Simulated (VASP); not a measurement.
Set up this calculation in VASP 6.6.1, as the native input.

| Property | Result |
| --- | --- |
| Task | single point |
| Functional | PBE |
| Potentials or basis | VASP PAW PBE potentials, release 64 (Se) |
| Cutoff | 520 eV |
| k mesh | 12 × 12 × 6 |
| Occupations | gaussian, width 0.01 eV |
| Spin | no spin polarisation |
| Dipole correction | no |
| Further INCAR settings | ALGO = Normal; EDIFF = 1e-07; NBANDS = 16 |

The structure of Se lies in POSCAR:

```
Se
1.0
    4.2926573617      0.0000000000      0.0000000000
   -2.1463286808      3.7175503250      0.0000000000
    0.0000000000      0.0000000000      5.0408504902
Se
3
Direct
    0.2284670344      0.0000000000      0.3333333333
    0.0000000000      0.2284670344      0.6666666667
    0.7715329656      0.7715329656      0.0000000000
```

These files were run (other wordings do the same):

INCAR

```
SYSTEM = Se
PREC     = Accurate       ! precision mode
ENCUT    = 520            ! plane-wave cutoff, eV
EDIFF    = 1E-7           ! SCF threshold, eV
ISMEAR   = 0              ! smearing method
SIGMA    = 0.01           ! smearing width, eV
LREAL    = .FALSE.        ! projectors in reciprocal space
LASPH    = .TRUE.         ! aspherical terms in the spheres
NELM     = 100            ! most SCF steps
ALGO     = Normal         ! electronic algorithm
ISIF     = 2              ! what is computed and relaxed
LWAVE    = .FALSE.        ! write WAVECAR
LCHARG   = .TRUE.         ! write CHGCAR
GGA      = PE             ! functional
LELF     = .TRUE.         ! ELF
LVHAR    = .TRUE.       
NBANDS   = 16             ! bands
```

KPOINTS

```
Automatic mesh
0
G
  12 12 6
  0 0 0
```

Potentials or basis: VASP PAW PBE potentials, release 64 (Se).

Run with:

```console
$ cat potpaw_PBE.64/Se/POTCAR > POTCAR
$ mpirun -np 1 vasp_std > vasp.out
```

It gave:

```json
{
 "Pressure": "2.4 GPa",
 "Largest force": "0.333 eV/Å",
 "Band gap on the k mesh": "0.82 eV (least direct gap 0.97 eV)"
}
```

Wall time 80 s on 1 thread of AMD EPYC 7R13 Processor (Zen 3), on a shared host, peak memory 0.22 GiB.
